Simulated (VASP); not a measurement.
Wanted: the native input for a VASP 6.6.1 run.

```yaml
Task: relaxation of cell and atoms
Functional: LDA
Potentials_or_basis: VASP PAW LDA potentials, release 64 (W_sv, C)
Cutoff: 600 eV
k_mesh: 15 × 15 × 15
Occupations: gaussian, width 0.1 eV
Spin: no spin polarisation
Dipole_correction: no
Further_INCAR_settings: ALGO = Normal; EDIFF = 1e-07; IBRION = 2; EDIFFG = -0.003; NSW = 80; ISIF = 3
```

The structure of WC lies in POSCAR:

```
WC
1.0
    2.9060000000      0.0000000000      0.0000000000
   -1.4530000000      2.5166698200      0.0000000000
    0.0000000000      0.0000000000      2.8370000000
W C
1 1
Direct
    0.0000000000      0.0000000000      0.0000000000
    0.3333333333      0.6666666667      0.5000000000
```

These files were run (other wordings do the same):

INCAR

```
SYSTEM = WC
ALGO = Normal ; EDIFF = 1E-7
EDIFFG = -0.003 ; ENCUT = 600
GGA = CA ; IBRION = 2
ISIF = 3 ; ISMEAR = 0
LASPH = .TRUE. ; LCHARG = .FALSE.
LREAL = .FALSE. ; LWAVE = .FALSE.
NELM = 100 ; NSW = 80
PREC = Accurate ; SIGMA = 0.1
```

KPOINTS

```
k-points
0
G
  15 15 15
  0 0 0
```

Potentials or basis: VASP PAW LDA potentials, release 64 (W_sv, C).

Command:

```bash
$ cat potpaw_LDA.64/W_sv/POTCAR potpaw_LDA.64/C/POTCAR > POTCAR
$ mpirun -np 1 vasp_std > vasp.out
```

It gave:

```yaml
Relaxed_volume: 10.19 Å³/atom
Relaxed_cell: a = 2.890 Å, b = 2.890 Å, c = 2.818 Å, α = 90.00°, β = 90.00°, γ = 120.00°
Space_group_after_relaxing_to_0.05_Å: P-6m2 (No. 187)
Energy_gained_by_relaxing: 4.4 meV/atom
Ionic_steps: 10
Pressure_after_relaxing: 0.0 GPa
Band_gap_on_the_k_mesh: zero (band 9 reaches 11.84 eV, above the bottom of band 10 at 10.63 eV)
```

Caveat: spin-orbit coupling is left out, which moves the levels of the heavy elements.

It took 2.4 min on 1 thread of Intel Xeon 6975P-C (shared host), peak memory 0.21 GiB.
